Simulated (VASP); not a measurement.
# NaF (Fm-3m) in VASP: further runs, part 2 of 2

VASP 6.6.1.

## Step 5: Single point, LDA (volume scaled by 1.04)

INCAR

```
SYSTEM = NaF
  PREC = Accurate
  ENCUT = 520
  EDIFF = 1E-7
  ISMEAR = -1
  SIGMA = 0.02
  LREAL = .FALSE.
  LASPH = .TRUE.
  NELM = 80
  ALGO = Normal
  ISIF = 2
  LWAVE = .FALSE.
  LCHARG = .FALSE.
  NBANDS = 14
```

KPOINTS

```
regular mesh
0
G
  10 10 10
  0 0 0
```

POSCAR

```
NaF
1.0
    0.0000000000      2.3538732429      2.3538732429
    2.3538732429      0.0000000000      2.3538732429
    2.3538732429      2.3538732429      0.0000000000
Na F
1 1
Direct
    0.0000000000      0.0000000000      0.0000000000
    0.5000000000      0.5000000000      0.5000000000
```

Potentials or basis: VASP PAW LDA potentials, release 64 (Na_pv, F).

Launch:

```
$ cat potpaw_LDA.64/Na_pv/POTCAR potpaw_LDA.64/F/POTCAR > POTCAR
$ mpirun -np 1 vasp_std > vasp.out
```

OUTCAR:

```text
SYSTEM = NaF
   PREC = Accurate
   ENCUT = 520
   EDIFF = 1E-7
   ISMEAR = -1
   LREAL = .FALSE.
   LASPH = .TRUE.
   NELM = 80
   ISIF = 2

 ion  position               nearest neighbor table
   1  0.000  0.000  0.000-
   2  0.500  0.500  0.500-

  LATTYP: Found a face centered cubic cell.
 ALAT       =     4.7077464858

  Lattice vectors:

 A1 = (   0.0000000000,   2.3538732429,   2.3538732429)
 A2 = (   2.3538732429,   0.0000000000,   2.3538732429)
[... 590 lines left out ...]

 [... further k-points ...]

------------------------ aborting loop because EDIFF is reached ----------------------------------------

  FORCE on cell =-STRESS in cart. coord.  units (eV):
  Direction    XX          YY          ZZ          XY          YZ          ZX
  --------------------------------------------------------------------------------------
  -------------------------------------------------------------------------------------
  Total       -0.9884721     -0.9884721     -0.9884721      0.0000000      0.0000000     -0.0000000
  in kB      -60.7149678    -60.7149678    -60.7149678      0.0000000      0.0000000     -0.0000000
  external PRESSURE =     -60.7149678 kB  Pullay stress =       0.0000000 kB

 VOLUME and BASIS-vectors are now :
 -----------------------------------------------------------------------------
  energy-cutoff  :      520.00
  volume of cell :       26.08
      direct lattice vectors                 reciprocal lattice vectors
     0.000000000  2.353873243  2.353873243    -0.212415856  0.212415856  0.212415856
     2.353873243  0.000000000  2.353873243     0.212415856 -0.212415856  0.212415856
     2.353873243  2.353873243  0.000000000     0.212415856  0.212415856 -0.212415856

 POSITION                                       TOTAL-FORCE (eV/Angst)
 -----------------------------------------------------------------------------------
      0.00000      0.00000      0.00000        -0.000000     -0.000000     -0.000000
      2.35387      2.35387      2.35387         0.000000      0.000000      0.000000
 -----------------------------------------------------------------------------------
    total drift:                                0.000000      0.000000      0.000000

  FREE ENERGIE OF THE ION-ELECTRON SYSTEM (eV)
  ---------------------------------------------------
  free  energy   TOTEN  =        -9.2673344707 eV

  energy  without entropy=       -9.2673344707  energy(sigma->0) =       -9.26733447
```

OSZICAR:

```text
N       E                     dE             d eps       ncg     rms          rms(c)
DAV:   1     0.108148731311E+03    0.10815E+03   -0.76423E+03  1334   0.120E+03
DAV:   2    -0.479662522240E+01   -0.11295E+03   -0.10518E+03  1412   0.334E+02
DAV:   3    -0.100889418166E+02   -0.52923E+01   -0.52821E+01  1688   0.673E+01
DAV:   4    -0.101279871989E+02   -0.39045E-01   -0.39044E-01  1430   0.620E+00
DAV:   5    -0.101283553450E+02   -0.36815E-03   -0.36814E-03  1688   0.605E-01    0.508E+00
DAV:   6    -0.931539292714E+01    0.81296E+00   -0.29354E+00  1556   0.146E+01    0.186E+00
DAV:   7    -0.928384998664E+01    0.31543E-01   -0.38775E-02  1382   0.199E+00    0.985E-01
DAV:   8    -0.926736116982E+01    0.16489E-01   -0.25466E-02  1456   0.348E+00    0.148E-01
DAV:   9    -0.926744496171E+01   -0.83792E-04   -0.22932E-03  1658   0.491E-01    0.109E-01
DAV:  10    -0.926733757498E+01    0.10739E-03   -0.63792E-04  1502   0.200E-01    0.142E-02
DAV:  11    -0.926733452905E+01    0.30459E-05   -0.18521E-05  1620   0.830E-02    0.228E-03
DAV:  12    -0.926733446209E+01    0.66967E-07   -0.17284E-06  1536   0.153E-02    0.764E-04
DAV:  13    -0.926733447065E+01   -0.85683E-08   -0.14845E-07  1254   0.349E-03
   1 F= -.92673345E+01 E0= -.92673345E+01  d E =-.222014E-11
```

Run time: 18 s. Hardware: 1 thread of Intel Xeon Platinum 8488C (Sapphire Rapids), shared host; peak memory 0.13 GiB.

What came out:

```yaml
Free_energy: -9.2673 eV
Pressure: -6.1 GPa
Band_gap_on_the_k_mesh: 5.71 eV, direct
```

Levels at points of the mesh, in eV from the valence-band top:
```
           k point  band 4  band 5  band 6  band 7  band 8  band 9  band 10  band 11
(0.00, 0.00, 0.00)  -18.68    0.00    0.00    0.00    5.71   18.21    18.21    18.21
(0.50, 0.00, 0.00)  -17.92   -1.56   -0.24   -0.24   10.10   11.71    19.17    19.17
(0.50, 0.50, 0.00)  -18.44   -1.26   -0.40   -0.40   12.37   12.69    12.79    18.73
```

## Step 6: Single point, LDA (volume scaled by 1.06)

INCAR

```
SYSTEM = NaF
  PREC = Accurate
  ENCUT = 520
  EDIFF = 1E-6
  ISMEAR = -1
  SIGMA = 0.02
  LREAL = .False.
  LASPH = .True.
  NELM = 80
  ALGO = Normal
  ISIF = 2
  LWAVE = .False.
  LCHARG = .True.
  GGA = CA
  LELF = .True.
  LVHAR = .True.
  NBANDS = 14
```

KPOINTS

```
Automatic mesh
0
Gamma
  10 10 10
  0 0 0
```

POSCAR

```
NaF
1.0
    0.0000000000      2.3688664703      2.3688664703
    2.3688664703      0.0000000000      2.3688664703
    2.3688664703      2.3688664703      0.0000000000
Na F
1 1
Direct
    0.0000000000      0.0000000000      0.0000000000
    0.5000000000      0.5000000000      0.5000000000
```

Potentials or basis: VASP PAW LDA potentials, release 64 (Na_pv, F).

Launch:

```
$ cat potpaw_LDA.64/Na_pv/POTCAR potpaw_LDA.64/F/POTCAR > POTCAR
$ mpirun -np 1 vasp_std > vasp.out
```

Run time: 20 s. Hardware: 1 thread of Intel Xeon Platinum 8488C (Sapphire Rapids), shared host; peak memory 0.14 GiB.

The run converged. Its results:

```yaml
Free_energy: -9.2481 eV
Pressure: -6.7 GPa
Band_gap_on_the_k_mesh: 5.62 eV, direct
```

Levels at points of the mesh, in eV from the valence-band top:
```csv
k point,band 4,band 5,band 6,band 7,band 8,band 9,band 10,band 11
"(0.00, 0.00, 0.00)",-18.65,0.00,0.00,0.00,5.62,18.08,18.08,18.08
"(0.50, 0.00, 0.00)",-17.96,-1.52,-0.23,-0.23,9.99,11.55,18.97,18.97
"(0.50, 0.50, 0.00)",-18.42,-1.23,-0.39,-0.39,12.22,12.61,12.62,18.49
```

## Step 7: Overview

| cell | gap on the mesh (eV) | pressure (GPa) |
| --- | --- | --- |
| a = 3.286 Å, angles 60.0°, 2 atoms | 5.91 | -4.7 |
| a = 3.297 Å, angles 60.0°, 2 atoms | 5.86 | -5.1 |
| a = 3.307 Å, angles 60.0°, 2 atoms | 5.81 | -5.5 |
| a = 3.329 Å, angles 60.0°, 2 atoms | 5.71 | -6.1 |
| a = 3.350 Å, angles 60.0°, 2 atoms | 5.62 | -6.7 |

Alike in all rows: task single point; level LDA; potentials or basis VASP PAW LDA potentials, release 64 (Na_pv, F); no spin polarisation; k mesh 10 × 10 × 10; cutoff (eV) 520; smearing fermi-dirac 0.02 eV.

Total energies depend on the potentials used, so only differences within one code and one set of settings carry meaning.
